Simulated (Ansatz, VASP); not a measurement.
**HgTe in VASP and in Ansatz**

Contents of INCAR:

```
SYSTEM = HgTe
PREC     = Accurate       ! precision mode
ENCUT    = 520            ! plane-wave cutoff, eV
EDIFF    = 1E-7           ! SCF threshold, eV
ISMEAR   = 0              ! smearing method
SIGMA    = 0.15           ! smearing width, eV
LREAL    = .FALSE.        ! projectors in reciprocal space
LASPH    = .TRUE.         ! aspherical terms in the spheres
NELM     = 80             ! most SCF steps
ALGO     = Normal         ! electronic algorithm
ISIF     = 2              ! what is computed and relaxed
LWAVE    = .FALSE.        ! write WAVECAR
LCHARG   = .FALSE.        ! write CHGCAR
GGA      = PE             ! functional
NBANDS   = 16             ! bands
```

File KPOINTS:

```
regular mesh
0
G
  14 14 14
  0 0 0
```

File POSCAR:

```
HgTe
1.0
    0.0000000000      3.5458500000      3.2235000000
    3.5458500000      0.0000000000      3.2235000000
    3.5458500000      3.5458500000      0.0000000000
Hg Te
1 1
Direct
    0.0000000000      0.0000000000      0.0000000000
    0.7500000000      0.7500000000      0.7500000000
```

Input for Ansatz:

```yaml
crystal:
  lattice:
    - [0.0, 3.54585, 3.2235]
    - [3.54585, 0.0, 3.2235]
    - [3.54585, 3.54585, 0.0]
  atoms:
    - { symbol: Hg, position: [0.0, 0.0, 0.0] }
    - { symbol: Te, position: [0.75, 0.75, 0.75] }
basis:
  ecutwfc: 420
kpoints:
  mp_grid: { grid: [14, 14, 14] }
hamiltonian:
  xc: pbe
scf:
  occupations: { method: gaussian, width: 0.15 }
output:
  forces: true
  stress: true
  eigenvalues: true
```

Change from the starting cell: strain +0.1000 x Voigt [1, 1, 0, 0, 0, 0], atoms carried along.

Alike in both runs: task single point; functional PBE; k mesh 14 × 14 × 14; occupations gaussian, width 0.15 eV; no spin polarisation.

|  | VASP | Ansatz |
| --- | --- | --- |
| version | VASP 6.6.1 | Ansatz 0.2.0 |
| potentials or method | VASP PAW PBE potentials, release 64 (Hg, Te), cutoff 520 eV | scalar-relativistic, plane waves, PAW |
| valence electrons in the cell | 18 | 36 |

```tsv
	VASP	Ansatz	Ansatz less VASP
pressure (GPa)	-2.6	-2.6	-0.02
traceless stress, the component that is largest in VASP (GPa)	0.90	0.90	+0.002
```

With one functional, cell and mesh, what is left measures potentials, basis and numerics. VASP's potentials hold 18 valence electrons a cell and Ansatz's 36, so a difference there can come from the potentials and not from the codes.

Neither program's run includes spin-orbit coupling.
